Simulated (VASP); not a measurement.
CdS (Hawleyite), 2 atoms in the cell. The structure is cubic, space group F-43m (No. 216). Conventional cell: a = 5.872 Å, b = 5.872 Å, c = 5.872 Å, α = 90.00°, β = 90.00°, γ = 90.00°. Cd (site symmetry -43m) has 4 S at 2.54 Å within 3.4 Å. Within 3.4 Å of S (site symmetry -43m) lie 4 Cd at 2.54 Å. 

```yaml
Program: VASP 6.6.1
Task: single point
Functional: LDA
Potentials_or_basis: VASP PAW LDA potentials, release 64 (Cd, S)
Cutoff: 520 eV
k_mesh: 6 × 6 × 6
Occupations: gaussian, width 0.01 eV
Spin: no spin polarisation
Dipole_correction: no
Further_INCAR_settings: ALGO = Normal; EDIFF = 1e-06; NBANDS = 16
```

Potentials or basis: VASP PAW LDA potentials, release 64 (Cd, S).

Launch:

```console
$ cat potpaw_LDA.64/Cd/POTCAR potpaw_LDA.64/S/POTCAR > POTCAR
$ mpirun -np 1 vasp_std > vasp.out
```

Hardware: 1 thread of AMD EPYC 9R45 96-Core Processor (Zen 5), with other jobs on the host.

Q: Estimate the wall time of this run.

A: Wall time 6.8 s on 1 thread of AMD EPYC 9R45 96-Core Processor (Zen 5), on a shared host, peak memory 0.12 GiB. Counts: scf iterations 13, k points 16.
